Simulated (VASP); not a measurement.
Here is a VASP 6.6.1 calculation.

INCAR

```
  PREC = Accurate
  ENCUT = 600
  EDIFF = 1E-7
  ISMEAR = 0
  SIGMA = 0.1
  LREAL = False
  LASPH = True
  NELM = 80
  ALGO = Normal
  ISIF = 3
  LWAVE = False
  LCHARG = False
  GGA = PE
  IBRION = 2
  NSW = 90
  EDIFFG = -0.04
```

File KPOINTS:

```
regular mesh
0
Gamma
  6 6 6
```

POSCAR

```
MgB2
1.0
    1.4066681167      0.8121402158      4.2484975563
   -1.4066681167      0.8121402158      4.2484975563
    0.0000000000     -1.6242804317      4.2484975563
Mg B
1 2
Direct
    0.0000000000      0.0000000000      0.0000000000
    0.7500000000      0.7500000000      0.7500000000
    0.2500000000      0.2500000000      0.2500000000
```

Potentials or basis: VASP PAW PBE potentials, release 64 (Mg, B).

Run with:

```console
$ cat potpaw_PBE.64/Mg/POTCAR potpaw_PBE.64/B/POTCAR > POTCAR
$ mpirun -np 1 vasp_std > vasp.out
```

(1) Predict the relaxed cell.

(2) Predict the band gap on the k mesh.

(3) Predict the space group after relaxing (to 0.05 Å).

Answers

(1) a = 4.525 Å, b = 4.525 Å, c = 4.525 Å, α = 39.24°, β = 39.24°, γ = 39.24°.

(2) zero (band 4 reaches 5.37 eV, above the bottom of band 5 at 2.88 eV).

(3) R-3m (No. 166).

Caveat: the k points lie up to 0.41 Å⁻¹ apart in the final cell.
